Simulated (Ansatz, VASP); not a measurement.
**AlN: VASP beside Ansatz**

```xyz
4
Lattice="3.1138 0.0000 0.0000 -1.5569 2.6967 0.0000 0.0000 0.0000 4.9836" Properties=species:S:1:pos:R:3 pbc="T T T"
Al    0.0000    1.7978   -0.0174
Al    1.5569    0.8989    2.4744
N     0.0000    1.7978    1.8863
N     1.5569    0.8989    4.3780
```

Alike in both runs: task single point; functional PBEsol; k mesh 6 × 6 × 4; occupations gaussian, width 0.02 eV; no spin polarisation.

|  | VASP | Ansatz |
| --- | --- | --- |
| version | VASP 6.6.1 | Ansatz 0.2.0 |
| potentials or method | VASP PAW PBE potentials, release 64 (Al, N), cutoff 520 eV | scalar-relativistic, plane waves, PAW |
| valence electrons in the cell | 16 | 16 |

Ansatz gave:

* gap on the k mesh at the Fermi level (eV): 4.09
* least direct gap on the mesh (eV): 4.09
* pressure (GPa): 0.0

Q: Which values does VASP return?

A: gap on the k mesh at the Fermi level (eV): 4.11; least direct gap on the mesh (eV): 4.11; pressure (GPa): 0.0.

VASP's potentials were made for PBE, not for PBEsol.
